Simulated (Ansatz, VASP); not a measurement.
W: VASP beside Ansatz

File POSCAR:

```
W
1.0
   -1.6372325000      1.6372325000      1.5973000000
    1.6372325000     -1.6372325000      1.5973000000
    1.6372325000      1.6372325000     -1.5973000000
W
1
Direct
    0.0000000000      0.0000000000      0.0000000000
```

The input INCAR.step1:

```
SYSTEM = W
  ALGO = Normal
  EDIFF = 1E-4
  ENCUT = 520
  GGA = PE
  ISMEAR = 0
  LASPH = .True.
  LCHARG = .False.
  LREAL = .False.
  LWAVE = .True.
  NBANDS = 13
  NELM = 100
  PREC = Accurate
  SIGMA = 0.15
```

The input INCAR.step2:

```
SYSTEM = W
  ALGO = Normal
  EDIFF = 1E-6
  ENCUT = 520
  ISIF = 2
  ISMEAR = 0
  ISTART = 1
  LASPH = .True.
  LCHARG = .True.
  LELF = .True.
  LMIXTAU = .True.
  LREAL = .False.
  LVHAR = .True.
  LWAVE = .False.
  METAGGA = R2SCAN
  NBANDS = 13
  NELM = 100
  PREC = Accurate
  SIGMA = 0.15
```

KPOINTS

```
k-points
0
Gamma
  20 20 20
  0 0 0
```

Input for Ansatz:

```yaml
crystal:
  lattice:
    - [-1.6372325, 1.6372325, 1.5973]
    - [1.6372325, -1.6372325, 1.5973]
    - [1.6372325, 1.6372325, -1.5973]
  atoms:
    - { symbol: W, position: [0.0, 0.0, 0.0] }
basis:
  ecutwfc: 500
kpoints:
  mp_grid: { grid: [20, 20, 20] }
hamiltonian:
  xc: r2scan
scf:
  occupations: { method: gaussian, width: 0.15 }
output:
  forces: true
  stress: true
  eigenvalues: true
```

Change from the starting cell: strain +0.025 along x and y, +0.000 along z, atoms carried along.

Alike in both runs: task single point; functional r2SCAN; k mesh 20 × 20 × 20; occupations gaussian, width 0.15 eV; no spin polarisation.

|  | VASP | Ansatz |
| --- | --- | --- |
| version | VASP 6.6.1 | Ansatz 0.2.0 |
| potentials or method | VASP PAW PBE potentials, release 64 (W_sv), cutoff 520 eV | scalar-relativistic, plane waves, PAW |
| valence electrons in the cell | 14 | 14 |

|  | VASP | Ansatz | Ansatz less VASP |
| --- | --- | --- | --- |
| gap on the k mesh at the Fermi level (eV) | none | none | - |
| pressure (GPa) | -19.3 | -20.2 | -0.87 |
| traceless stress, the component that is largest in VASP (GPa) | 5.15 | 5.14 | -0.007 |

VASP's potentials were made for PBE, not for r2SCAN. A gap of «none» marks a metal or a gap that the smearing closes.

Spin-orbit coupling is off throughout.
